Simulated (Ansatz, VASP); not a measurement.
**PbF2: VASP beside Ansatz**

```xyz
3
Lattice="0.0000 2.5944 3.8916 2.5944 0.0000 3.8916 2.5944 2.5944 0.0000" Properties=species:S:1:pos:R:3 pbc="T T T"
Pb    0.0000    0.0000    0.0000
F     1.2972    1.2972    1.9458
F     3.8916    3.8916    5.8374
```

Alike in both runs: task single point; functional PBEsol; k mesh 8 × 8 × 8; occupations gaussian, width 0.05 eV; no spin polarisation.

```csv
,VASP,Ansatz
version,VASP 6.6.1,Ansatz 0.2.0
potentials or method,"VASP PAW PBE potentials, release 64 (Pb_d, F), cutoff 520 eV","scalar-relativistic, plane waves, PAW"
valence electrons in the cell,28,28
```

VASP gave:

- gap on the k mesh at the Fermi level (eV): 2.33
- least direct gap on the mesh (eV): 2.40
- pressure (GPa): -6.0
- traceless stress, the component that is largest in VASP (GPa): -22.79

Q: Which values does Ansatz return?

A: gap on the k mesh at the Fermi level (eV): 2.33; least direct gap on the mesh (eV): 2.42; pressure (GPa): -5.7; traceless stress, the component that is largest in VASP (GPa): -22.81.

VASP's potentials were made for PBE, not for PBEsol.

Spin-orbit coupling is off throughout.
